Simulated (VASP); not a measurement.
Write the native input for VASP 6.6.1 that does the following.

* Task: single point
* Functional: PBE0
* Potentials or basis: VASP PAW PBE potentials, release 64 (Mg, O)
* Cutoff: 520 eV
* k mesh: 8 × 8 × 8
* Occupations: gaussian, width 0.01 eV
* Spin: no spin polarisation
* Dipole correction: no
* Grid for exact exchange (PRECFOCK): Normal
* Further INCAR settings: ALGO = Normal; EDIFF = 1e-06; NBANDS = 11
* Share of exact exchange: 0.25

The system is MgO.

```xyz
2
Lattice="0.0000 2.1022 2.1022 2.1022 0.0000 2.1022 2.1022 2.1022 0.0000" Properties=species:S:1:pos:R:3 pbc="T T T"
Mg    0.0000    0.0000    0.0000
O     2.1022    2.1022    2.1022
```

The input as run:

POSCAR

```
MgO
1.0
    0.0000000000      2.1021680262      2.1021680262
    2.1021680262      0.0000000000      2.1021680262
    2.1021680262      2.1021680262      0.0000000000
Mg O
1 1
Direct
    0.0000000000      0.0000000000      0.0000000000
    0.5000000000      0.5000000000      0.5000000000
```

INCAR.step1

```
SYSTEM = MgO
ALGO = Normal
EDIFF = 1E-5
ENCUT = 520
GGA = PE
ISIF = 2
ISMEAR = 0
LASPH = .True.
LCHARG = .False.
LREAL = .False.
LWAVE = .True.
NBANDS = 11
NELM = 80
PREC = Accurate
SIGMA = 0.01
```

INCAR.step2

```
SYSTEM = MgO
AEXX = 0.25
ALGO = Normal
EDIFF = 1E-6
ENCUT = 520
GGA = PE
ISIF = 2
ISMEAR = 0
ISTART = 1
LASPH = .True.
LCHARG = .False.
LHFCALC = .True.
LREAL = .False.
LWAVE = .False.
NBANDS = 11
NELM = 80
PREC = Accurate
PRECFOCK = Normal
SIGMA = 0.01
```

KPOINTS

```
k-points
0
Gamma
  8 8 8
  0 0 0
```

Potentials or basis: VASP PAW PBE potentials, release 64 (Mg, O).

The run is started by

```sh
$ cat potpaw_PBE.64/Mg/POTCAR potpaw_PBE.64/O/POTCAR > POTCAR
$ cp INCAR.step1 INCAR
$ mpirun -np 1 vasp_std > vasp.out
$ cp INCAR.step2 INCAR
$ mpirun -np 1 vasp_std > vasp.out
```

It gave:

```yaml
Pressure: -0.6 GPa
Band_gap_on_the_k_mesh: 7.24 eV
```

Caveat: the PAW data sets were made with another functional, which shifts forces and pressure a little.

Wall time 54 min on 1 thread of Intel Xeon 8259CL, on a shared host, peak memory 0.17 GiB.
